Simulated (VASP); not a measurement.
# Zr3AlN4: single point with PBE

Zr3AlN4:

```
Zr Al N
1.0
    -2.26442    2.26442    4.47669
     2.26442   -2.26442    4.47669
     2.26442    2.26442   -4.47669
Zr Al N
3 1 4
Direct
  0.25000 0.75000 0.50000
  0.75000 0.25000 0.50000
  0.00000 0.00000 0.00000
  0.50000 0.50000 0.00000
  0.50000 0.00000 0.50000
  0.00000 0.50000 0.50000
  0.27471 0.27471 0.00000
  0.72529 0.72529 0.00000
```

```json
{"Program": "VASP 6.6.1", "Task": "single point", "Functional": "PBE", "Potentials or basis": "VASP PAW PBE potentials, release 64 (Zr_sv, Al, N)", "Cutoff": "520 eV", "k mesh": "6 × 6 × 6", "Occupations": "gaussian, width 0.1 eV", "Spin": "collinear spin", "Starting moments": "[1.0, 1.0, 1.0, 0.0, 0.0, 0.0, 0.0, 0.0] μB"}
```

```json
{"Pressure": "-0.2 GPa", "Largest force": "0.014 eV/Å", "Net moment": "0.00 μB per cell", "Valence electrons inside the program's atomic spheres": "Zr 9.89, 9.88 (each value once); Al 0.62; N 3.72, 3.73 (each value once)"}
```

Forces in eV/Å, atoms in the order of the input:
```
Zr   0.000  0.000  0.000
Zr   0.000  0.000  0.000
Zr   0.000  0.000  0.000
Al   0.000  0.000  0.000
N    0.000  0.000  0.000
N    0.000  0.000  0.000
N    0.000  0.000  0.014
N    0.000  0.000 -0.014
```

Levels at points of the mesh, in eV from the Fermi level:
Spin up:
| k point | band 25 | band 26 | band 27 | band 28 | band 29 | band 30 | band 31 | band 32 | band 33 | band 34 |
| --- | --- | --- | --- | --- | --- | --- | --- | --- | --- | --- |
| (0.00, 0.00, 0.00) | -3.04 | -2.85 | -2.50 | -2.50 | -2.48 | -0.28 | -0.28 | 0.83 | 0.91 | 1.59 |
| (0.50, 0.00, 0.00) | -4.25 | -3.81 | -3.77 | -3.39 | -1.05 | 0.92 | 1.48 | 1.49 | 1.50 | 2.07 |
| (0.50, 0.50, 0.00) | -5.43 | -4.42 | -3.96 | -3.49 | 1.49 | 1.89 | 2.05 | 2.07 | 2.23 | 2.76 |
| (0.50, 0.50, 0.50) | -3.29 | -3.07 | -3.07 | -2.76 | -2.39 | -2.39 | -2.21 | -0.38 | 1.34 | 2.62 |
Spin down:
```
           k point  band 26  band 27  band 28  band 29  band 30  band 31  band 32  band 33
(0.00, 0.00, 0.00)    -2.85    -2.50    -2.50    -2.48    -0.28    -0.28     0.83     0.91
(0.50, 0.00, 0.00)    -3.81    -3.77    -3.39    -1.05     0.92     1.48     1.48     1.50
(0.50, 0.50, 0.00)    -4.42    -3.96    -3.49     1.49     1.89     2.05     2.07     2.23
(0.50, 0.50, 0.50)    -3.07    -3.07    -2.76    -2.39    -2.39    -2.21    -0.38     1.34
```

Run time: 10 min on 1 thread of Oxide Virtual Turin-like Processor (shared host), peak memory 0.39 GiB.
